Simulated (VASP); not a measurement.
Pb: single point with PBE+D4

The system is Pb.

```
Pb
1.0
     0.00000    2.47687    2.47687
     2.47687    0.00000    2.47687
     2.47687    2.47687    0.00000
Pb
1
Direct
  0.00000 0.00000 0.00000
```

```
Program                : VASP 6.6.1
Task                   : single point
Functional             : PBE
Dispersion             : D4
Potentials or basis    : VASP PAW PBE potentials, release 64 (Pb_d)
Cutoff                 : 520 eV
k mesh                 : 9 × 9 × 9
Occupations            : fermi-dirac, width 0.05 eV
Spin                   : no spin polarisation
Dipole correction      : no
Further INCAR settings : ALGO = Normal; EDIFF = 1e-07; NBANDS = 13
```

```json
{
 "Pressure": "-0.1 GPa",
 "Band gap on the k mesh": "zero (band 7 reaches 14.66 eV, above the bottom of band 8 at 5.72 eV)",
 "Dispersion energy per atom": "-0.430 eV"
}
```

Levels at points of the mesh, in eV from the Fermi level:
| k point | band 4 | band 5 | band 6 | band 7 | band 8 | band 9 | band 10 | band 11 |
| --- | --- | --- | --- | --- | --- | --- | --- | --- |
| (0.00, 0.00, 0.00) | -16.79 | -16.79 | -11.60 | 7.54 | 7.54 | 7.54 | 9.90 | 11.45 |

Run time: 23 s on 1 thread of AMD EPYC 7571, on a shared host, peak memory 0.13 GiB.

Caveat: spin-orbit coupling is left out, which moves the levels of the heavy elements; pairwise dispersion overbinds metals, which lowers pressure and volume.
